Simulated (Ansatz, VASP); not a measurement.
**Mo in VASP and in Ansatz**

```
Mo
1.0
     2.73020    0.00000    0.00000
    -1.36510    2.36442    0.00000
     0.00000    0.00000    4.83903
Mo
2
Direct
  0.33333 0.66667 0.25000
  0.66667 0.33333 0.75000
```

Alike in both runs: functional PBEsol; k mesh 18 × 18 × 10; occupations gaussian, width 0.1 eV; no spin polarisation.

Ansatz relaxed the structure, and its values are those at the end. VASP's run is a single point on that final structure, the one shown.

```csv
,VASP,Ansatz
version,VASP 6.6.1,Ansatz 0.2.0
potentials or method,"VASP PAW PBE potentials, release 64 (Mo_sv), cutoff 520 eV","scalar-relativistic, plane waves, PAW"
valence electrons in the cell,28,28
```

```tsv
	VASP	Ansatz	Ansatz less VASP
gap on the k mesh at the Fermi level (eV)	none	none	-
pressure (GPa)	0.5	0.0	-0.52
```

VASP's potentials were made for PBE, not for PBEsol. A gap of «none» marks a metal or a gap that the smearing closes. The functional is the same, so the differences come from potentials, cutoffs and numerics.
